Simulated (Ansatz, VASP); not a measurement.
## Two plane-wave programs on Si16C

```
Si C
1.0
     0.00000    5.43000    5.43000
     5.43000    0.00000    5.43000
     5.43000    5.43000    0.00000
Si C
16 1
Direct
  0.97351 0.02545 0.97159
  0.10364 0.13884 0.10255
  0.99446 0.01253 0.47602
  0.12814 0.14506 0.57746
  0.98700 0.51278 0.98595
  0.10488 0.65115 0.10377
  0.99553 0.51314 0.47716
  0.10794 0.63907 0.61238
  0.47704 0.01239 0.99388
  0.57930 0.14500 0.12670
  0.56902 0.93621 0.56852
  0.63238 0.15625 0.63183
  0.47823 0.51310 0.99488
  0.61345 0.63892 0.10738
  0.48084 0.52325 0.48023
  0.63150 0.58950 0.63086
  0.40751 0.09315 0.40578
```

Alike in both runs: functional PBE; dispersion D3(BJ); k mesh 2 × 2 × 2; occupations gaussian, width 0.02 eV; collinear spin.

Ansatz relaxed the structure, and its values are those at the end. VASP's run is a single point on that final structure, the one shown.

|  | VASP | Ansatz |
| --- | --- | --- |
| version | VASP 6.6.1 | Ansatz 0.2.0 |
| potentials or method | VASP PAW PBE potentials, release 64 (Si, C), cutoff 520 eV | scalar-relativistic, plane waves, PAW |
| valence electrons in the cell | 68 | 68 |

```tsv
	VASP	Ansatz	Ansatz less VASP
rms of the force components (eV/Å)	0.003	0.003	-0.0006
net moment per atom (μB)	0.01	0.01	0.000
size of the moment on the site where the two differ most (μB)	0.06	0.06	-0.001
```

Site moments also hang on the region over which each program counts them. Ansatz's warnings: dispersion switch in reach, filled band counts differ across k points, seeded moment not kept.

The k mesh is coarse, so the values compare programs but aren't converged.
